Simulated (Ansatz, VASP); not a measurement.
Zr7B: VASP beside Ansatz

```
Zr B
1.0
     3.33051    0.00000    0.00000
    -1.66526    2.88431    0.00000
     0.00000    0.00000   18.08280
Zr B
7 1
Direct
  0.33333 0.66667 0.92242
  0.33333 0.66667 0.07758
  0.00000 0.00000 0.22240
  0.33333 0.66667 0.35928
  0.33333 0.66667 0.64072
  0.00000 0.00000 0.50000
  0.00000 0.00000 0.77760
  0.00000 0.00000 0.00000
```

Alike in both runs: functional PBE; k mesh 12 × 12 × 2; occupations gaussian, width 0.1 eV; no spin polarisation.

Ansatz relaxed the structure, and its values are those at the end. VASP's run is a single point on that final structure, the one shown.

|  | VASP | Ansatz |
| --- | --- | --- |
| version | VASP 6.6.1 | Ansatz 0.2.0 |
| potentials or method | VASP PAW PBE potentials, release 64 (Zr_sv, B), cutoff 520 eV | scalar-relativistic, plane waves, PAW |
| valence electrons in the cell | 87 | 87 |

```csv
,VASP,Ansatz,Ansatz less VASP
gap on the k mesh at the Fermi level (eV),none,none,-
pressure (GPa),0.0,0.0,-0.03
```

A gap of «none» marks a metal or a gap that the smearing closes. With one functional, cell and mesh, what is left measures potentials, basis and numerics.
